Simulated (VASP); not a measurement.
# BN (R3m) in VASP: notebook

The runs below take BN through single point, relaxation of cell and atoms, with PBEsol.

Program: VASP 6.6.1. These are calculated values, not measurements. Logs are shortened: lines on timing, memory, paths and dates and some standing lists are left out, and cuts for length are marked.

**1. The cell of the first run**

It takes space group R3m (No. 160, trigonal). Conventional cell: a = 2.504 Å, b = 2.504 Å, c = 10.485 Å, α = 90.00°, β = 90.00°, γ = 120.00°. Within 1.9 Å of B (site symmetry 3m) lie 3 N at 1.45 Å. N (site symmetry 3m) has 3 B at 1.45 Å within 1.9 Å.

**2. Single point, PBEsol**

File INCAR:

```
ALGO = Normal ; EDIFF = 1E-7
ENCUT = 520 ; GGA = PS
ISIF = 2 ; ISMEAR = 0
LASPH = T ; LCHARG = F
LREAL = F ; LWAVE = F
NBANDS = 11 ; NELM = 100
PREC = Accurate ; SIGMA = 0.01
```

File KPOINTS:

```
k-points
0
Gamma
  12 12 12
```

File POSCAR:

```
BN
1.0
    1.2520795493      0.7228884649      3.4949145911
   -1.2520795493      0.7228884649      3.4949145911
    0.0000000000     -1.4457769297      3.4949145911
B N
1 1
Direct
    0.9996198858      0.9996198858      0.9996198858
    0.3328131142      0.3328131142      0.3328131142
```

Potentials or basis: VASP PAW PBE potentials, release 64 (B, N).

Command:

```bash
$ cat potpaw_PBE.64/B/POTCAR potpaw_PBE.64/N/POTCAR > POTCAR
$ mpirun -np 1 vasp_std > vasp.out
```

OUTCAR:

```text
EDIFF = 1E-7
   ENCUT = 520
   GGA = PS
   ISIF = 2
   ISMEAR = 0
   LASPH = T
   LREAL = F
   NELM = 100
   PREC = Accurate

 ion  position               nearest neighbor table
   1  1.000  1.000  1.000-   2 1.45   2 1.45   2 1.45
   2  0.333  0.333  0.333-   1 1.45   1 1.45   1 1.45

  LATTYP: Found a trigonal (rhomboedric) cell.
 ALAT       =     3.7821553286
 COS(alpha) =     0.7808128356

  Lattice vectors:

 A1 = (   1.2520795493,   0.7228884649,   3.4949145911)
 A2 = (  -1.2520795493,   0.7228884649,   3.4949145911)
 A3 = (   0.0000000000,  -1.4457769297,   3.4949145911)

Analysis of symmetry for initial positions (statically):
=====================================================================
 Subroutine PRICEL returns:
 Original cell was already a primitive cell.

 Routine SETGRP: Setting up the symmetry group for a
 trigonal (rhombohedral) supercell.

 Subroutine GETGRP returns: Found  6 space group operations
 (whereof  6 operations were pure point group operations)
 out of a pool of 12 trial point group operations.

The static configuration has the point symmetry C_3v.

Analysis of symmetry for dynamics (positions and initial velocities):
=====================================================================
 Subroutine PRICEL returns:
 Original cell was already a primitive cell.

 Routine SETGRP: Setting up the symmetry group for a
 trigonal (rhombohedral) supercell.

 Subroutine GETGRP returns: Found  6 space group operations
 (whereof  6 operations were pure point group operations)
 out of a pool of 12 trial point group operations.

The dynamic configuration has the point symmetry C_3v.

 Subroutine INISYM returns: Found  6 space group operations
 (whereof  6 operations are pure point group operations),
 and found     1 'primitive' translations

----------------------------------------------------------------------------------------

                                     Primitive cell

  volume of cell :      18.9798

  direct lattice vectors                    reciprocal lattice vectors
     1.252079549  0.722888465  3.494914591     0.399335649  0.230556545  0.095376675
    -1.252079549  0.722888465  3.494914591    -0.399335649  0.230556545  0.095376675
     0.000000000 -1.445776930  3.494914591     0.000000000 -0.461113089  0.095376675

  length of vectors
     3.782155329  3.782155329  3.782155329     0.470873647  0.470873647  0.470873647

  position of ions in fractional coordinates (direct lattice)
     0.999619886  0.999619886  0.999619886
     0.332813114  0.332813114  0.332813114

  ion indices of the primitive-cell ions
   primitive index   ion index
                 1           1
                 2           2

----------------------------------------------------------------------------------------

 KPOINTS: k-points

Automatic generation of k-mesh.
 Grid dimensions read from file:
 generate k-points for:   12   12   12

 Generating k-lattice:

  Cartesian coordinates                     Fractional coordinates (reciprocal lattice)
     0.033277971  0.019213045  0.007948056     0.083333333  0.000000000  0.000000000
    -0.033277971  0.019213045  0.007948056     0.000000000  0.083333333  0.000000000
     0.000000000 -0.038426091  0.007948056     0.000000000  0.000000000  0.083333333

  Length of vectors
     0.039239471  0.039239471  0.039239471

  Shift w.r.t. Gamma in fractional coordinates (k-lattice)
     0.000000000  0.000000000  0.000000000

 Subroutine IBZKPT returns following result:
 ===========================================

 Found    189 irreducible k-points:

 Following reciprocal coordinates:
            Coordinates               Weight
  0.000000  0.000000  0.000000      1.000000
  0.083333  0.000000  0.000000      6.000000
  0.166667 -0.000000  0.000000      6.000000
  0.250000  0.000000  0.000000      6.000000
  0.333333  0.000000  0.000000      6.000000
  0.416667 -0.000000  0.000000      6.000000
[... 16 lines left out ...]
  0.500000  0.166667  0.000000     12.000000
 -0.416667  0.166667 -0.000000     12.000000
 [... further k-points ...]
   k-points           NKPTS =    189   k-points in BZ     NKDIM =    189   number of bands    NBANDS=     11
   number of dos      NEDOS =    301   number of ions     NIONS =      2
   total plane-waves  NPLWV =  21952
   dimension x,y,z NGX =    28 NGY =   28 NGZ =   28
   dimension x,y,z NGXF=    56 NGYF=   56 NGZF=   56
   ions per type =               1   1
   NGX,Y,Z   is equivalent  to a cutoff of  12.31, 12.31, 12.31 a.u.
   NGXF,Y,Z  is equivalent  to a cutoff of  24.61, 24.61, 24.61 a.u.
 SYSTEM =  unknown system
   PREC   = accura    normal or accurate (medium, high low for compatibility)
   ISTART =      0    job   : 0-new  1-cont  2-samecut
   ICHARG =      2    charge: 1-file 2-atom 10-const
   ISPIN  =      1    spin polarized calculation?
   LNONCOLLINEAR =      F non collinear calculations
   LSORBIT =      F    spin-orbit coupling
   LASPH  =      T    aspherical Exc in radial PAW
   ENCUT  =  520.0 eV  38.22 Ry    6.18 a.u.   7.03  7.03  7.03*2*pi/ulx,y,z
   NELM   =    100;   NELMIN=  2; NELMDL= -5     # of ELM steps
   EDIFF  = 0.1E-06   stopping-criterion for ELM
   LREAL  =      F    real-space projection
   EDIFFG = 0.1E-05   stopping-criterion for IOM
   NSW    =      0    number of steps for IOM
   IBRION =     -1    ionic relax: 0-MD 1-quasi-New 2-CG
   NFREE  =      0    steps in history (QN), initial steepest desc. (CG)
   ISIF   =      2    stress and relaxation
   ISYM   =      2    0-nonsym 1-usesym 2-fastsym
   POTIM  = 0.5000    time-step for ionic-motion
   TEBEG  =    0.0;   TEEND  =   0.0 temperature during run
   PSTRESS=    0.0 pullay stress
   NELECT =       8.0000    total number of electrons
   NUPDOWN=      -1.0000    fix difference up-down
   EMIN   =  10.00;   EMAX   =-10.00  energy-range for DOS
   EFERMI =   0.00;   METHOD = LEGACY
   ISMEAR =     0;   SIGMA  =   0.01  broadening in eV -4-tet -1-fermi 0-gaus
   EFERMI_NEDOS =   21; number of points for ismear=-14 and -15
   IALGO  =     38    algorithm
   IMIX   =      4    mixing-type and parameters
     AMIX     =   0.40;   BMIX     =  1.00
     AMIX_MAG =   1.60;   BMIX_MAG =  1.00
  volume/ion in A,a.u.               =       9.49        64.04
  Fermi-wavevector in a.u.,A,eV,Ry     =   1.227461  2.319566 20.499371  1.506661
  Thomas-Fermi vector in A             =   2.362424
   LORBIT       =      0    0 simple, 1 ext, 2 COOP (PROOUT), +10 PAW based schemes
   GGA     = PS    functional components
   LHFCALC =     F    Hartree Fock is set to
   AEXX    =    0.0000 exact exchange contribution
   IVDW    =     0    specifies the selected vdW correction
   LEPSILON=     F    determine dielectric tensor
   LRPA    =     F    only Hartree local field effects (RPA)
 non-spin polarized calculation
 Gauss-broadening in eV      SIGMA  =   0.01
  energy-cutoff  :      520.00
  volume of cell :       18.98
 maximum number of plane-waves:       526
   NGX = 13   NGY = 13   NGZ = 13

 number of electron       8.0000001 magnetization

 Free energy of the ion-electron system (eV)
  ---------------------------------------------------
  ext. energy  EPLUGINS =         0.00000000
  ---------------------------------------------------
  free energy    TOTEN  =       -18.28573745 eV

  energy without entropy =      -18.28573745  energy(sigma->0) =      -18.28573745

 E-fermi :   1.9223     XC(G=0):  -9.9613

 val. band max:        1.7747970415   @ k =  -0.3333   0.3333   0.0000
 cond. band min:       6.0161584803   @ k =   0.5000   0.5000   0.0000
 fundamental gap:      4.2413614388
 Fermi energy:         1.9223117218

 k-point     1 :       0.0000    0.0000    0.0000
  band No.  band energies     occupation
      1     -15.9275      2.00000
      2      -2.6093      2.00000
      3       0.4948      2.00000
      4       0.4948      2.00000
      5       6.5605      0.00000
      6      13.3757      0.00000
      7      13.3757      0.00000
      8      14.7811      0.00000
      9      16.2756      0.00000
     10      27.3354      0.00000
     11      28.4735      0.00000

 k-point     2 :       0.0833    0.0000    0.0000
  band No.  band energies     occupation
      1     -15.7902      2.00000
      2      -2.4550      2.00000
      3      -0.0734      2.00000
      4       0.2357      2.00000
      5       6.8376      0.00000
      6      13.2934      0.00000
      7      13.9700      0.00000
      8      14.3183      0.00000
      9      16.7169      0.00000
     10      27.1134      0.00000
     11      27.7270      0.00000

 k-point     3 :       0.1667   -0.0000    0.0000
  band No.  band energies     occupation
      1     -15.3857      2.00000
      2      -2.0025      2.00000
      3      -1.4934      2.00000
      4      -0.3946      2.00000
      5       7.5746      0.00000
      6      13.0363      0.00000
      7      13.1646      0.00000
      8      15.5842      0.00000
      9      17.7739      0.00000
     10      24.5405      0.00000
     11      27.2519      0.00000

 k-point     4 :       0.2500    0.0000    0.0000
  band No.  band energies     occupation
      1     -14.7416      2.00000
      2      -3.3015      2.00000
      3      -1.2598      2.00000
      4      -1.1245      2.00000
      5       8.6105      0.00000
      6      11.3791      0.00000
      7      13.0035      0.00000
      8      17.8676      0.00000
      9      18.8833      0.00000
     10      22.3812      0.00000
     11      25.6509      0.00000
[... 239 lines left out ...]
 k-point    22 :       0.4167    0.1667    0.0000
  band No.  band energies     occupation
      1     -13.5689      2.00000
      2      -5.0948      2.00000
      3      -2.9642      2.00000
      4      -0.1736      2.00000
      5       8.6347      0.00000
      6      11.9124      0.00000
      7      14.6417      0.00000
      8      17.1265      0.00000
      9      18.7095      0.00000
     10      21.9038      0.00000
     11      24.5040      0.00000

 k-point    23 :       0.5000    0.1667    0.0000
  band No.  band energies     occupation
      1     -12.8196      2.00000
      2      -6.3141      2.00000
      3      -3.4794      2.00000
      4       0.8084      2.00000
      5       7.4488      0.00000
      6      12.9965      0.00000
      7      14.8191      0.00000
      8      16.6971      0.00000
      9      18.6660      0.00000
     10      21.7838      0.00000
     11      24.6292      0.00000

 k-point    24 :      -0.4167    0.1667   -0.0000
  band No.  band energies     occupation
      1     -12.4832      2.00000
      2      -6.8285      2.00000
      3      -3.6503      2.00000
      4       1.4093      2.00000
      5       6.8385      0.00000
      6      13.1318      0.00000
      7      15.0265      0.00000
      8      15.8742      0.00000
      9      18.9843      0.00000
     10      22.4767      0.00000
     11      24.3898      0.00000

 [... further k-points ...]
[... 5 lines left out ...]
  --------------------------------------------------------------------------------------
  -------------------------------------------------------------------------------------
  Total        0.0594118      0.0594118     -0.0169650      0.0000000     -0.0000000     -0.0000000
  in kB        5.0152422      5.0152422     -1.4321030      0.0000000     -0.0000000     -0.0000000
  external PRESSURE =       2.8661271 kB  Pullay stress =       0.0000000 kB

 VOLUME and BASIS-vectors are now :
 -----------------------------------------------------------------------------
  energy-cutoff  :      520.00
  volume of cell :       18.98
      direct lattice vectors                 reciprocal lattice vectors
     1.252079549  0.722888465  3.494914591     0.399335649  0.230556545  0.095376675
    -1.252079549  0.722888465  3.494914591    -0.399335649  0.230556545  0.095376675
     0.000000000 -1.445776930  3.494914591     0.000000000 -0.461113089  0.095376675

 POSITION                                       TOTAL-FORCE (eV/Angst)
 -----------------------------------------------------------------------------------
      0.00000      0.00000     10.48076         0.000000     -0.000000     -0.000093
      0.00000      0.00000      3.48946         0.000000      0.000000      0.000093
 -----------------------------------------------------------------------------------
    total drift:                               -0.000000     -0.000000      0.000048

  FREE ENERGIE OF THE ION-ELECTRON SYSTEM (eV)
  ---------------------------------------------------
  free  energy   TOTEN  =       -18.2857374451 eV

  energy  without entropy=      -18.2857374451  energy(sigma->0) =      -18.28573745
```

It took 25 s on 1 thread of Intel Xeon 6975P-C (Granite Rapids), shared host; peak memory 0.17 GiB.

Results:

```
Free energy            : -18.2857 eV
Pressure               : 0.3 GPa
Band gap on the k mesh : 4.24 eV, indirect (least direct gap 4.63 eV)
```

Caveat: the PAW data sets were made with another functional, which shifts forces and pressure a little.

**3. Relaxation of cell and atoms, PBEsol**

This run uses another cell than the first one, of 9.14 Å³/atom, 0.964 times its volume.

File INCAR:

```
SYSTEM = BN
PREC = Accurate
ENCUT = 600
EDIFF = 1E-6
ISMEAR = 0
SIGMA = 0.02
LREAL = .FALSE.
LASPH = .TRUE.
NELM = 100
ALGO = Normal
ISIF = 3
LWAVE = .FALSE.
LCHARG = .FALSE.
GGA = PS
IBRION = 2
NSW = 100
EDIFFG = -0.005
```

File KPOINTS:

```
Automatic mesh
0
G
  12 12 12
  0 0 0
```

File POSCAR:

```
BN
1.0
    1.2511217832      0.7223354983      3.3729344033
   -1.2511217832      0.7223354983      3.3729344033
    0.0000000000     -1.4446709967      3.3729344033
B N
1 1
Direct
    0.9996712000      0.9996712000      0.9996712000
    0.3327618000      0.3327618000      0.3327618000
```

Potentials or basis: VASP PAW PBE potentials, release 64 (B, N).

Command:

```bash
$ cat potpaw_PBE.64/B/POTCAR potpaw_PBE.64/N/POTCAR > POTCAR
$ mpirun -np 1 vasp_std > vasp.out
```

OUTCAR:

```text
SYSTEM = BN
   PREC = Accurate
   ENCUT = 600
   EDIFF = 1E-6
   ISMEAR = 0
   LREAL = .FALSE.
   LASPH = .TRUE.
   NELM = 100
   ISIF = 3
   GGA = PS
   IBRION = 2
   NSW = 100
   EDIFFG = -0.005

 ion  position               nearest neighbor table
   1  1.000  1.000  1.000-   2 1.44   2 1.44   2 1.44
   2  0.333  0.333  0.333-   1 1.44   1 1.44   1 1.44

  LATTYP: Found a trigonal (rhomboedric) cell.
 ALAT       =     3.6692997666
 COS(alpha) =     0.7674786796

  Lattice vectors:

 A1 = (   1.2511217832,   0.7223354983,   3.3729344033)
 A2 = (  -1.2511217832,   0.7223354983,   3.3729344033)
 A3 = (   0.0000000000,  -1.4446709967,   3.3729344033)

Analysis of symmetry for initial positions (statically):
=====================================================================
[... 363 lines left out ...]

  energy without entropy =      -18.28831968  energy(sigma->0) =      -18.28831968

 E-fermi :   2.0410     XC(G=0): -10.0958

 val. band max:        1.9171908675   @ k =  -0.3333   0.3333   0.0000
 cond. band min:       6.1186747777   @ k =   0.5000   0.5000  -0.0000
 fundamental gap:      4.2014839102
 Fermi energy:         2.0410496811

 k-point     1 :       0.0000    0.0000    0.0000
  band No.  band energies     occupation
      1     -15.7902      2.00000
      2      -2.3568      2.00000
      3       0.6449      2.00000
      4       0.6449      2.00000
      5       6.8011      0.00000
      6      13.5202      0.00000
      7      13.5202      0.00000
      8      14.9595      0.00000
[... 243 lines left out ...]
 k-point    24 :      -0.4167    0.1667    0.0000
  band No.  band energies     occupation
      1     -12.3358      2.00000
      2      -6.6830      2.00000
      3      -3.4943      2.00000
      4       1.5766      2.00000
      5       7.0036      0.00000
      6      13.2848      0.00000
      7      15.2288      0.00000
      8      16.0771      0.00000

 [... further k-points ...]
[... 5 lines left out ...]
  --------------------------------------------------------------------------------------
  -------------------------------------------------------------------------------------
  Total       -0.0064012     -0.0064012     -0.0026356      0.0000000      0.0000000      0.0000000
  in kB       -0.5508287     -0.5508287     -0.2267968      0.0000000      0.0000000      0.0000000
  external PRESSURE =      -0.4428181 kB  Pullay stress =       0.0000000 kB
[... 17 lines left out ...]
  FREE ENERGIE OF THE ION-ELECTRON SYSTEM (eV)
  ---------------------------------------------------
  free  energy   TOTEN  =       -18.2883196821 eV

  energy  without entropy=      -18.2883196821  energy(sigma->0) =      -18.28831968

 reached required accuracy - stopping structural energy minimisation
```

CONTCAR:

```text
BN
   1.00000000000000
     1.2525243196504623    0.7231452530967064    3.4260185527430393
    -1.2525243196504623    0.7231452530967064    3.4260185527430393
    -0.0000000000000001   -1.4462905062951008    3.4260185527433769
  B               N
     1     1
Direct
     0.9996471332136625    0.9996471332136625    0.9996471332136625
     0.3327858667863391    0.3327858667863391    0.3327858667863391

  0.00000000E+00  0.00000000E+00  0.00000000E+00
  0.00000000E+00  0.00000000E+00  0.00000000E+00
```

Wall time 1.8 min (1 thread of Intel Xeon 6975P-C (Granite Rapids), shared host); peak memory 0.18 GiB.

What came out:

| Property | Result |
| --- | --- |
| Free energy | -18.2883 eV |
| Relaxed volume | 9.31 Å³/atom |
| Relaxed cell | a = 3.719 Å, b = 3.719 Å, c = 3.719 Å, α = 39.37°, β = 39.37°, γ = 39.37° |
| Space group after relaxing (to 0.05 Å) | R3m (No. 160) |
| Energy gained by relaxing | 0.2 meV/atom |
| Ionic steps | 10 |
| Pressure after relaxing | 0.0 GPa |
| Band gap on the k mesh | 4.20 eV, indirect (least direct gap 4.62 eV) |

Step by step:
```csv
step,energy change (eV),largest force (eV/Å),pressure (GPa),volume (Å³)
1,0.0000,0.0026,0.84,18.29
2,0.0004,0.0009,-1.41,18.42
3,-0.0001,0.0014,0.06,18.33
4,-0.0002,0.0000,0.06,18.34
5,-0.0002,0.0041,0.04,18.37
6,-0.0002,0.0123,0.03,18.43
7,-0.0003,0.0291,0.04,18.54
8,-0.0003,0.0261,0.03,18.55
9,-0.0003,0.0169,0.00,18.57
10,-0.0003,0.0016,-0.04,18.62
```

Final structure:
```
B N
1.0
     1.25252    0.72315    3.42602
    -1.25252    0.72315    3.42602
     0.00000   -1.44629    3.42602
B N
1 1
Cartesian
  0.0000 0.0000 10.2744
  0.0000 0.0000 3.4204
```

Levels at points of the mesh, in eV from the valence-band top:
```csv
k point,band 1,band 2,band 3,band 4,band 5,band 6,band 7,band 8
"(0.00, 0.00, 0.00)",-17.71,-4.27,-1.27,-1.27,4.88,11.60,11.60,13.04
"(0.50, 0.00, 0.00)",-14.51,-8.93,-4.07,-0.63,5.18,9.79,12.78,14.69
"(0.50, 0.50, 0.00)",-14.45,-8.81,-4.11,-1.16,4.20,9.82,13.93,17.13
"(0.50, 0.50, 0.50)",-17.47,-6.13,-1.29,-1.29,9.78,11.54,11.54,12.07
```

Caveat: the PAW data sets were made with another functional, which shifts forces and pressure a little.
